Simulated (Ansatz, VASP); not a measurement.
## Hf3S5: VASP beside Ansatz

```
Hf S
1.0
     0.00000    5.20515    5.20515
     5.20515    0.00000    5.20515
     5.20515    5.20515    0.00000
Hf S
3 5
Cartesian
  5.2052 5.2052 5.2052
  2.6026 2.6026 2.6026
  0.0000 0.0000 0.0000
  6.5427 6.5427 6.5427
  3.8676 3.8676 6.5427
  3.8676 6.5427 3.8676
  6.5427 3.8676 3.8676
  7.8077 7.8077 7.8077
```

Alike in both runs: functional PBE; k mesh 3 × 3 × 3; occupations gaussian, width 0.2 eV; no spin polarisation.

Ansatz relaxed the structure, and its values are those at the end. VASP's run is a single point on that final structure, the one shown.

|  | VASP | Ansatz |
| --- | --- | --- |
| version | VASP 6.6.1 | Ansatz 0.2.0 |
| potentials or method | VASP PAW PBE potentials, release 64 (Hf_pv, S), cutoff 520 eV | scalar-relativistic, plane waves, PAW |
| valence electrons in the cell | 60 | 108 |

Ansatz gave:

| Item | Value |
| --- | --- |
| gap on the k mesh at the Fermi level (eV) | none |
| pressure (GPa) | 0.4 |
| rms of the force components (eV/Å) | 0.012 |

Question: What did VASP give for the same quantities?

Answer: gap on the k mesh at the Fermi level (eV): none; pressure (GPa): 0.3; rms of the force components (eV/Å): 0.012.

A gap of «none» marks a metal or a gap that the smearing closes. VASP's potentials hold 60 valence electrons a cell and Ansatz's 108, so a difference there can come from the potentials and not from the codes.

Spin-orbit coupling is off throughout.
